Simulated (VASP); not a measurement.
Write the native input for VASP 6.6.1 that does the following.

- Task: single point
- Functional: PBE
- Potentials or basis: VASP PAW PBE potentials, release 64 (Ir)
- Cutoff: 500 eV
- k mesh: 11 × 11 × 6
- Occupations: gaussian, width 0.011 eV
- Spin: no spin polarisation
- Dipole correction: no
- Further INCAR settings: ALGO = Normal; EDIFF = 1e-06; NBANDS = 16

The structure of Ir lies in POSCAR:

```
Ir
1.0
    2.7513778946      0.0000000000      0.0000000000
   -1.3756889473      2.3827631521      0.0000000000
    0.0000000000      0.0000000000      4.4622900000
Ir
2
Direct
    0.3333333333      0.6666666667      0.2500000000
    0.6666666667      0.3333333333      0.7500000000
```

This isn't the form of Ir at room conditions, which is fcc.

The input as run:

INCAR

```
PREC     = Accurate       # precision mode
ENCUT    = 500            # plane-wave cutoff, eV
EDIFF    = 1E-6           # SCF threshold, eV
ISMEAR   = 0              # smearing method
SIGMA    = 0.011          # smearing width, eV
LREAL    = F              # projectors in reciprocal space
LASPH    = T              # aspherical terms in the spheres
NELM     = 120            # most SCF steps
ALGO     = Normal         # electronic algorithm
ISIF     = 2              # what is computed and relaxed
LWAVE    = F              # write WAVECAR
LCHARG   = F              # write CHGCAR
GGA      = PE             # functional
NBANDS   = 16             # bands
GGA_COMPAT= F
```

KPOINTS

```
regular mesh
0
Gamma
  11 11 6
```

Potentials or basis: VASP PAW PBE potentials, release 64 (Ir).

Run with:

```bash
$ cat potpaw_PBE.64/Ir/POTCAR > POTCAR
$ mpirun -np 1 vasp_std > vasp.out
```

It gave:

```
Pressure               : -1.0 GPa
Band gap on the k mesh : zero (bands 9 and 10 overlap by 3.07 eV)
```

Caveat: spin-orbit coupling is left out, which moves the levels of the heavy elements.

Wall time 38 s on 1 thread of AMD EPYC 7R43 64-Core Processor (Zen 3), with other jobs on the host, peak memory 0.12 GiB.
